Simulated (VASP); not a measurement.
# Ga2O3 (C2/m) in VASP: single point with r2SCAN

Aim: the single point of Ga2O3 with r2SCAN.

Program: VASP 6.6.1. These are calculated values, not measurements. Logs are shortened: lines on timing, memory, paths and dates and some standing lists are left out, and cuts for length are marked.

### 1 The cell of the first run

The structure is monoclinic, space group C2/m (No. 12). Conventional cell: a = 12.500 Å, b = 3.100 Å, c = 5.924 Å, α = 90.00°, β = 103.81°, γ = 90.00°. Within 2.6 Å of Ga (site symmetry m) lie 6 O at 1.97 to 2.13 Å. Ga (site symmetry m) has 4 O at 1.86 to 1.90 Å within 2.5 Å. O (site symmetry m) has 3 Ga at 1.86 to 1.98 Å within 2.5 Å. Within 2.5 Å of O (site symmetry m) lie 4 Ga at 1.90 to 2.13 Å. O (site symmetry m) has 3 Ga at 1.86 to 1.97 Å within 2.5 Å.

### 2 Single point, r2SCAN (strain +2.0%)

POSCAR

```
Ga2O3
1.0
    6.2499615533     -1.5499491160     -0.0026656412
    6.2499615533      1.5499491160     -0.0026656412
   -1.4113114636      0.0000000000      5.7539052403
Ga O
4 6
Direct
    0.3422659861      0.3422659861      0.6849207171
    0.6577340139      0.6577340139      0.3150792829
    0.9105689579      0.9105689579      0.2053112801
    0.0894310421      0.0894310421      0.7946887199
    0.5048914941      0.5048914941      0.7416123864
    0.4951085059      0.4951085059      0.2583876136
    0.8252541079      0.8252541079      0.4320161976
    0.1747458921      0.1747458921      0.5679838024
    0.1583510579      0.1583510579      0.1103794597
    0.8416489421      0.8416489421      0.8896205403
```

INCAR.step1

```
PREC = Accurate ; ENCUT = 520
ISMEAR = 0 ; SIGMA = 0.01
LREAL = False ; LASPH = True
NELM = 60 ; NBANDS = 55
GGA = PE ; ALGO = Normal
EDIFF = 1E-4 ; LWAVE = True
LCHARG = False
```

INCAR.step2

```
PREC = Accurate ; ENCUT = 520
EDIFF = 1E-7 ; ISMEAR = 0
SIGMA = 0.01 ; LREAL = False
LASPH = True ; NELM = 60
ALGO = Normal ; ISIF = 2
LWAVE = False ; LCHARG = True
METAGGA = R2SCAN ; LMIXTAU = True
LELF = True ; LVHAR = True
NBANDS = 55 ; ISTART = 1
```

KPOINTS

```
regular mesh
0
Gamma
  8 8 4
```

Potentials or basis: VASP PAW PBE potentials, release 64 (Ga_d, O).

On the command line:

```bash
> cat potpaw_PBE.64/Ga_d/POTCAR potpaw_PBE.64/O/POTCAR > POTCAR
> cp INCAR.step1 INCAR
> mpirun -np 1 vasp_std > vasp.out
> cp INCAR.step2 INCAR
> mpirun -np 1 vasp_std > vasp.out
```

OUTCAR:

```text
PREC = Accurate
   ENCUT = 520
   EDIFF = 1E-7
   ISMEAR = 0
   LREAL = False
   LASPH = True
   NELM = 60
   ISIF = 2
   METAGGA = R2SCAN
   ISTART = 1

 ion  position               nearest neighbor table
   1  0.342  0.342  0.685-  10 1.97  10 1.97   5 1.98   8 2.04   7 2.13   7 2.13
   2  0.658  0.658  0.315-   9 1.97   9 1.97   6 1.98   7 2.04   8 2.13   8 2.13
   3  0.911  0.911  0.205-   6 1.86   6 1.86  10 1.86   7 1.90
   4  0.089  0.089  0.795-   5 1.86   5 1.86   9 1.86   8 1.90
   5  0.505  0.505  0.742-   4 1.86   4 1.86   1 1.98
   6  0.495  0.495  0.258-   3 1.86   3 1.86   2 1.98
   7  0.825  0.825  0.432-   3 1.90   2 2.04   1 2.13   1 2.13
   8  0.175  0.175  0.568-   4 1.90   1 2.04   2 2.13   2 2.13
   9  0.158  0.158  0.110-   4 1.86   2 1.97   2 1.97
  10  0.842  0.842  0.890-   3 1.86   1 1.97   1 1.97

  LATTYP: Found a base centered monoclinic cell.
 ALAT       =    12.4999242435
 B/A-ratio  =     0.2479933615
 C/A-ratio  =     0.4739596675
 COS(beta)  =    -0.2386319463

  Lattice vectors:

 A1 = (   6.2499615533,  -1.5499491160,  -0.0026656412)
 A2 = (   6.2499615533,   1.5499491160,  -0.0026656412)
 A3 = (  -1.4113114636,   0.0000000000,   5.7539052403)

Analysis of symmetry for initial positions (statically):
=====================================================================
 Subroutine PRICEL returns:
 Original cell was already a primitive cell.

 Routine SETGRP: Setting up the symmetry group for a
 base centered monoclinic supercell.

 Subroutine GETGRP returns: Found  4 space group operations
 (whereof  4 operations were pure point group operations)
 out of a pool of  4 trial point group operations.

The static configuration has the point symmetry C_2h.

Analysis of symmetry for dynamics (positions and initial velocities):
=====================================================================
 Subroutine PRICEL returns:
 Original cell was already a primitive cell.

 Routine SETGRP: Setting up the symmetry group for a
 base centered monoclinic supercell.

 Subroutine GETGRP returns: Found  4 space group operations
 (whereof  4 operations were pure point group operations)
 out of a pool of  4 trial point group operations.

The dynamic configuration has the point symmetry C_2h.

 Subroutine INISYM returns: Found  4 space group operations
 (whereof  4 operations are pure point group operations),
 and found     1 'primitive' translations

----------------------------------------------------------------------------------------

                                     Primitive cell

  volume of cell :     111.4659

  direct lattice vectors                    reciprocal lattice vectors
     6.249961553 -1.549949116 -0.002665641     0.080008862 -0.322591235  0.019624485
     6.249961553  1.549949116 -0.002665641     0.080008862  0.322591235  0.019624485
    -1.411311464  0.000000000  5.753905240     0.000074132  0.000000000  0.173813190

  length of vectors
     6.439283251  6.439283251  5.924459938     0.332943904  0.332943904  0.173813206

  position of ions in fractional coordinates (direct lattice)
     0.342265986  0.342265986  0.684920717
     0.657734014  0.657734014  0.315079283
     0.910568958  0.910568958  0.205311280
     0.089431042  0.089431042  0.794688720
     0.504891494  0.504891494  0.741612386
     0.495108506  0.495108506  0.258387614
     0.825254108  0.825254108  0.432016198
     0.174745892  0.174745892  0.567983802
     0.158351058  0.158351058  0.110379460
     0.841648942  0.841648942  0.889620540

  ion indices of the primitive-cell ions
   primitive index   ion index
                 1           1
                 2           2
                 3           3
                 4           4
                 5           5
                 6           6
                 7           7
                 8           8
                 9           9
                10          10

----------------------------------------------------------------------------------------

 KPOINTS: regular mesh

Automatic generation of k-mesh.
 Grid dimensions read from file:
 generate k-points for:    8    8    4

 Generating k-lattice:

  Cartesian coordinates                     Fractional coordinates (reciprocal lattice)
     0.010001108 -0.040323904  0.002453061     0.125000000  0.000000000  0.000000000
     0.010001108  0.040323904  0.002453061     0.000000000  0.125000000  0.000000000
     0.000018533  0.000000000  0.043453297     0.000000000  0.000000000  0.250000000

  Length of vectors
     0.041617988  0.041617988  0.043453301

  Shift w.r.t. Gamma in fractional coordinates (k-lattice)
     0.000000000  0.000000000  0.000000000

 Subroutine IBZKPT returns following result:
 ===========================================

 Found     78 irreducible k-points:

 Following reciprocal coordinates:
            Coordinates               Weight
  0.000000  0.000000  0.000000      1.000000
  0.125000 -0.000000 -0.000000      4.000000
  0.250000 -0.000000 -0.000000      4.000000
  0.375000 -0.000000 -0.000000      4.000000
  0.500000 -0.000000 -0.000000      2.000000
  0.125000  0.125000 -0.000000      2.000000
[... 16 lines left out ...]
  0.125000  0.000000  0.250000      4.000000
  0.250000  0.000000  0.250000      4.000000
 [... further k-points ...]
   k-points           NKPTS =     78   k-points in BZ     NKDIM =     78   number of bands    NBANDS=     55
   number of dos      NEDOS =    301   number of ions     NIONS =     10
   total plane-waves  NPLWV = 110592
   dimension x,y,z NGX =    48 NGY =   48 NGZ =   48
   dimension x,y,z NGXF=    96 NGYF=   96 NGZF=   96
   ions per type =               4   6
   NGX,Y,Z   is equivalent  to a cutoff of  12.39, 12.39, 13.47 a.u.
   NGXF,Y,Z  is equivalent  to a cutoff of  24.78, 24.78, 26.94 a.u.
 SYSTEM =  unknown system
   PREC   = accura    normal or accurate (medium, high low for compatibility)
   ISTART =      1    job   : 0-new  1-cont  2-samecut
   ICHARG =      0    charge: 1-file 2-atom 10-const
   ISPIN  =      1    spin polarized calculation?
   LNONCOLLINEAR =      F non collinear calculations
   LSORBIT =      F    spin-orbit coupling
   LASPH  =      T    aspherical Exc in radial PAW
   ENCUT  =  520.0 eV  38.22 Ry    6.18 a.u.  11.97 11.97 11.02*2*pi/ulx,y,z
   NELM   =     60;   NELMIN=  2; NELMDL=  0     # of ELM steps
   EDIFF  = 0.1E-06   stopping-criterion for ELM
   LREAL  =      F    real-space projection
   EDIFFG = 0.1E-05   stopping-criterion for IOM
   NSW    =      0    number of steps for IOM
   IBRION =     -1    ionic relax: 0-MD 1-quasi-New 2-CG
   NFREE  =      0    steps in history (QN), initial steepest desc. (CG)
   ISIF   =      2    stress and relaxation
   ISYM   =      2    0-nonsym 1-usesym 2-fastsym
   POTIM  = 0.5000    time-step for ionic-motion
   TEBEG  =    0.0;   TEEND  =   0.0 temperature during run
   PSTRESS=    0.0 pullay stress
   NELECT =      88.0000    total number of electrons
   NUPDOWN=      -1.0000    fix difference up-down
   EMIN   =  10.00;   EMAX   =-10.00  energy-range for DOS
   EFERMI =   0.00;   METHOD = LEGACY
   ISMEAR =     0;   SIGMA  =   0.01  broadening in eV -4-tet -1-fermi 0-gaus
   EFERMI_NEDOS =   21; number of points for ismear=-14 and -15
   IALGO  =     38    algorithm
   IMIX   =      4    mixing-type and parameters
     AMIX     =   0.40;   BMIX     =  1.00
     AMIX_MAG =   1.60;   BMIX_MAG =  1.00
  volume/ion in A,a.u.               =      11.15        75.22
  Fermi-wavevector in a.u.,A,eV,Ry     =   1.513056  2.859261 31.148346  2.289339
  Thomas-Fermi vector in A             =   2.622898
   LORBIT       =      0    0 simple, 1 ext, 2 COOP (PROOUT), +10 PAW based schemes
   METAGGA = R2SCAN    functional components
   LHFCALC =     F    Hartree Fock is set to
   AEXX    =    0.0000 exact exchange contribution
   IVDW    =     0    specifies the selected vdW correction
   LEPSILON=     F    determine dielectric tensor
   LRPA    =     F    only Hartree local field effects (RPA)
 non-spin polarized calculation
 Gauss-broadening in eV      SIGMA  =   0.01
  energy-cutoff  :      520.00
  volume of cell :      111.47
 maximum number of plane-waves:      3019
   NGX = 23   NGY = 23   NGZ = 23

 number of electron      87.9999991 magnetization

 Free energy of the ion-electron system (eV)
  ---------------------------------------------------
  ext. energy  EPLUGINS =         0.00000000
  ---------------------------------------------------
  free energy    TOTEN  =      -102.29908240 eV

  energy without entropy =     -102.29908240  energy(sigma->0) =     -102.29908240

 E-fermi :   2.9358     XC(G=0): -12.1450

 val. band max:        2.8227490776   @ k =   0.5000   0.3750   0.5000
 cond. band min:       5.3609266765   @ k =   0.0000   0.0000   0.0000
 fundamental gap:      2.5381775990
 Fermi energy:         2.9358497814

 k-point     1 :       0.0000    0.0000    0.0000
  band No.  band energies     occupation
      1     -16.5989      2.00000
      2     -15.6294      2.00000
      3     -15.5686      2.00000
      4     -15.4491      2.00000
      5     -15.0392      2.00000
      6     -15.0297      2.00000
[... 47 lines left out ...]
     54      15.6873      0.00000
     55      16.0400      0.00000

 k-point     2 :       0.1250   -0.0000   -0.0000
  band No.  band energies     occupation
      1     -16.4927      2.00000
      2     -15.5896      2.00000
      3     -15.5669      2.00000
      4     -15.3794      2.00000
      5     -15.0419      2.00000
      6     -15.0299      2.00000
[... 47 lines left out ...]
     54      14.8161      0.00000
     55      15.0192      0.00000
[... 1216 lines left out ...]
     54      15.0447      0.00000
     55      15.4359      0.00000

 k-point    24 :       0.2500    0.0000    0.2500
  band No.  band energies     occupation
      1     -16.1109      2.00000
      2     -15.6435      2.00000
      3     -15.5045      2.00000
      4     -15.2240      2.00000
      5     -15.0808      2.00000
      6     -15.0244      2.00000
[... 47 lines left out ...]
     54      14.1139      0.00000
     55      15.2935      0.00000

 [... further k-points ...]

------------------------ aborting loop because EDIFF is reached ----------------------------------------

  FORCE on cell =-STRESS in cart. coord.  units (eV):
  Direction    XX          YY          ZZ          XY          YZ          ZX
  --------------------------------------------------------------------------------------
  -------------------------------------------------------------------------------------
  Total       -5.3672832     -5.7600857     -6.0422138      0.0000000      0.0000000     -0.0174742
  in kB      -77.1477109    -82.7937352    -86.8489599      0.0000000      0.0000000     -0.2511689
  external PRESSURE =     -82.2634686 kB  Pullay stress =       0.0000000 kB

 VOLUME and BASIS-vectors are now :
 -----------------------------------------------------------------------------
  energy-cutoff  :      520.00
  volume of cell :      111.47
      direct lattice vectors                 reciprocal lattice vectors
     6.249961553 -1.549949116 -0.002665641     0.080008862 -0.322591235  0.019624485
     6.249961553  1.549949116 -0.002665641     0.080008862  0.322591235  0.019624485
    -1.411311464  0.000000000  5.753905240     0.000074132  0.000000000  0.173813190

 POSITION                                       TOTAL-FORCE (eV/Angst)
 -----------------------------------------------------------------------------------
      3.31166      0.00000      3.93914        -0.004895      0.000000     -0.067315
      7.77695      0.00000      1.80943         0.004895      0.000000      0.067315
     11.09228      0.00000      1.17649        -0.048699      0.000000      0.006576
     -0.00367      0.00000      4.57209         0.048699      0.000000     -0.006576
      5.26446      0.00000      4.26448        -0.080212      0.000000     -0.031772
      5.82415      0.00000      1.48410         0.080212      0.000000      0.031772
      9.70590      0.00000      2.48138        -0.027684      0.000000      0.054126
      1.38271      0.00000      3.26719         0.027684      0.000000     -0.054126
      1.82360      0.00000      0.63427         0.046263      0.000000      0.032487
      9.26502      0.00000      5.11431        -0.046263      0.000000     -0.032487
 -----------------------------------------------------------------------------------
    total drift:                               -0.000000     -0.000000      0.000000

  FREE ENERGIE OF THE ION-ELECTRON SYSTEM (eV)
  ---------------------------------------------------
  free  energy   TOTEN  =      -102.2990823981 eV

  energy  without entropy=     -102.2990823981  energy(sigma->0) =     -102.29908240
```

Wall time 1.9 h (1 thread of Oxide Virtual Turin-like, shared host); peak memory 0.54 GiB.

Results:

```yaml
Free_energy: -102.2991 eV
Pressure: -8.2 GPa
Largest_force: 0.086 eV/Å
Band_gap_on_the_k_mesh: 2.54 eV (least direct gap 2.55 eV)
```

Forces on the atoms (eV/Å):
```
Ga  -0.005  0.000 -0.067
Ga   0.005  0.000  0.067
Ga  -0.049  0.000  0.007
Ga   0.049  0.000 -0.007
O   -0.080  0.000 -0.032
O    0.080  0.000  0.032
O   -0.028  0.000  0.054
O    0.028  0.000 -0.054
O    0.046  0.000  0.032
O   -0.046  0.000 -0.032
```

Levels at points of the mesh, in eV from the valence-band top:
```csv
k point,band 40,band 41,band 42,band 43,band 44,band 45,band 46,band 47,band 48,band 49
"(0.00, 0.00, 0.00)",-0.68,-0.62,-0.42,-0.27,-0.02,2.54,6.01,6.97,7.13,8.22
"(0.50, 0.00, 0.00)",-1.21,-0.76,-0.68,-0.44,-0.12,5.97,6.80,7.48,7.68,8.50
"(0.50, 0.50, 0.00)",-0.95,-0.67,-0.64,-0.42,-0.13,4.69,4.94,6.31,6.90,8.39
"(0.00, 0.00, 0.50)",-1.36,-0.59,-0.52,-0.50,-0.28,4.90,5.10,6.89,7.52,8.15
"(0.50, 0.00, 0.50)",-1.21,-1.08,-0.92,-0.67,-0.58,7.09,7.18,8.14,8.34,8.85
"(0.50, 0.50, 0.50)",-0.65,-0.64,-0.59,-0.55,0.00,5.32,5.58,6.40,6.77,7.31
```

Caveat: the cell differs from its parent crystal (strain +2.0%); the cell stands under tension; the PAW data sets were made with another functional, which shifts forces and pressure a little. A k mesh can miss the band edges.
